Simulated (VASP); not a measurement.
Set up this calculation in VASP 6.6.1, as the native input.

```
Task                   : single point
Functional             : PBE
Potentials or basis    : VASP PAW PBE potentials, release 64 (Hf_pv, Os, N)
Cutoff                 : 520 eV
k mesh                 : 8 × 8 × 8
Occupations            : gaussian, width 0.1 eV
Spin                   : no spin polarisation
Dipole correction      : no
Further INCAR settings : ALGO = Normal; EDIFF = 1e-06; NBANDS = 30
```

The structure of Hf3OsN lies in POSCAR:

```
Hf3OsN
1.0
    4.3703761691      0.0000000000      0.0000000000
    0.0000000000      4.3703761691      0.0000000000
    0.0000000000      0.0000000000      4.3703761691
Hf Os N
3 1 1
Direct
    0.5000000000      0.0000000000      0.5000000000
    0.0000000000      0.5000000000      0.5000000000
    0.5000000000      0.5000000000      0.0000000000
    0.0000000000      0.0000000000      0.0000000000
    0.5000000000      0.5000000000      0.5000000000
```

The cell was built from a structure type or drawn by symmetry, and may not be a known phase.

These files were run (other wordings do the same):

INCAR

```
SYSTEM = Hf3OsN
  PREC = Accurate
  ENCUT = 520
  EDIFF = 1E-6
  ISMEAR = 0
  SIGMA = 0.1
  LREAL = .False.
  LASPH = .True.
  NELM = 100
  ALGO = Normal
  ISIF = 2
  LWAVE = .False.
  LCHARG = .False.
  GGA = PE
  NBANDS = 30
```

KPOINTS

```
Automatic mesh
0
Gamma
  8 8 8
  0 0 0
```

Potentials or basis: VASP PAW PBE potentials, release 64 (Hf_pv, Os, N).

Launch:

```sh
$ cat potpaw_PBE.64/Hf_pv/POTCAR potpaw_PBE.64/Os/POTCAR potpaw_PBE.64/N/POTCAR > POTCAR
$ mpirun -np 1 vasp_std > vasp.out
```

Results of the run:

```
Pressure               : -1.3 GPa
Band gap on the k mesh : zero (an odd number of electrons rules out a gap without spin polarisation)
```

Caveat: spin-orbit coupling is left out, which moves the levels of the heavy elements.

It took 37 s on 1 thread of Intel(R) Xeon(R) 6975P-C (Granite Rapids), with other jobs on the host, peak memory 0.25 GiB.
